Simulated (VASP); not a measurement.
WS2, 3 atoms in the cell. The cell holds a slab with vacuum, 3 atoms: a = 3.124 Å, b = 3.124 Å, c = 16.938 Å, α = 90.00°, β = 90.00°, γ = 120.00°. 

```yaml
Program: VASP 6.6.1
Task: single point
Functional: PBEsol
Dispersion: D3(BJ)
Potentials_or_basis: VASP PAW PBE potentials, release 64 (W_sv, S)
Cutoff: 520 eV
k_mesh: 12 × 12 × 2
Occupations: gaussian, width 0.05 eV
Spin: no spin polarisation
Dipole_correction: no
Further_INCAR_settings: ALGO = Normal; EDIFF = 1e-06; NBANDS = 20
```

Potentials or basis: VASP PAW PBE potentials, release 64 (W_sv, S).

Launch:

```sh
$ cat potpaw_PBE.64/W_sv/POTCAR potpaw_PBE.64/S/POTCAR > POTCAR
$ mpirun -np 1 vasp_std > vasp.out
```

Hardware: 1 thread of Intel Xeon 8259CL (shared host).

**Question.** Estimate the wall time of this run.

**Answer.** Wall time 4.3 min on 1 thread of Intel Xeon 8259CL, with other jobs on the host, peak memory 0.31 GiB. Counts: scf iterations 22, k points 38.
